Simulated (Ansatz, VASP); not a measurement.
# PbS: VASP beside Ansatz

File INCAR:

```
PREC = Accurate ; ENCUT = 520
EDIFF = 1E-6 ; ISMEAR = 0
SIGMA = 0.1 ; LREAL = False
LASPH = True ; NELM = 80
ALGO = Normal ; ISIF = 2
LWAVE = False ; LCHARG = True
GGA = PS ; LELF = True
LVHAR = True ; NBANDS = 17
```

The input KPOINTS:

```
regular mesh
0
Gamma
  10 10 10
```

File POSCAR:

```
PbS
1.0
    3.6873822726      0.0000000000      0.0000000000
    0.0000000000      3.6873822726      0.0000000000
    0.0000000000      0.0000000000      3.5777725026
Pb S
1 1
Direct
    0.0000000000      0.0000000000      0.0000000000
    0.5000000000      0.5000000000      0.5000000000
```

Input for Ansatz:

```yaml
crystal:
  lattice:
    - [3.6873822726, 0.0, 0.0]
    - [0.0, 3.6873822726, 0.0]
    - [0.0, 0.0, 3.5777725026]
  atoms:
    - { symbol: Pb, position: [0.0, 0.0, 0.0] }
    - { symbol: S, position: [0.5, 0.5, 0.5] }
basis:
  ecutwfc: 420
kpoints:
  mp_grid: { grid: [10, 10, 10] }
hamiltonian:
  xc: pbesol
scf:
  occupations: { method: gaussian, width: 0.1 }
output:
  forces: true
  stress: true
  eigenvalues: true
```

Alike in both runs: task single point; functional PBEsol; k mesh 10 × 10 × 10; occupations gaussian, width 0.1 eV; no spin polarisation.

```csv
,VASP,Ansatz
version,VASP 6.6.1,Ansatz 0.2.0
potentials or method,"VASP PAW PBE potentials, release 64 (Pb_d, S), cutoff 520 eV","scalar-relativistic, plane waves, PAW"
valence electrons in the cell,20,20
```

|  | VASP | Ansatz | Ansatz less VASP |
| --- | --- | --- | --- |
| gap on the k mesh at the Fermi level (eV) | none | none | - |
| pressure (GPa) | -3.3 | -3.3 | +0.03 |
| traceless stress, the component that is largest in VASP (GPa) | 1.70 | 1.70 | +0.003 |

VASP's potentials were made for PBE, not for PBEsol. A gap of «none» marks a metal or a gap that the smearing closes.

Neither program's run includes spin-orbit coupling.
